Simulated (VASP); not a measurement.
HgTe, 4 atoms in the cell. It takes space group Cmcm (No. 63, orthorhombic). Conventional cell: a = 5.985 Å, b = 6.934 Å, c = 5.798 Å, α = 90.00°, β = 90.00°, γ = 90.00°. Within 4.0 Å of Hg (site symmetry m2m) lie 6 Te at 3.02 to 3.87 Å and 2 Hg at 3.63 Å. Within 4.0 Å of Te (site symmetry m2m) lie 6 Hg at 3.02 to 3.87 Å. 

* Program: VASP 6.6.1
* Task: single point
* Functional: PBEsol
* Potentials or basis: VASP PAW PBE potentials, release 64 (Hg, Te)
* Cutoff: 520 eV
* k mesh: 4 × 4 × 4
* Occupations: fermi-dirac, width 0.05 eV
* Spin: no spin polarisation
* Dipole correction: no
* Further INCAR settings: ALGO = Normal; EDIFF = 1e-06; NBANDS = 26

Potentials or basis: VASP PAW PBE potentials, release 64 (Hg, Te).

Run with:

```bash
$ cat potpaw_PBE.64/Hg/POTCAR potpaw_PBE.64/Te/POTCAR > POTCAR
$ mpirun -np 1 vasp_std > vasp.out
```

Hardware: 1 thread of Intel Xeon 8259CL (shared host).

Problem. How long does it take, and how much memory?

Solution. It took 53 s on 1 thread of Intel Xeon 8259CL (shared host), peak memory 0.26 GiB. Counts: scf iterations 13, k points 21.
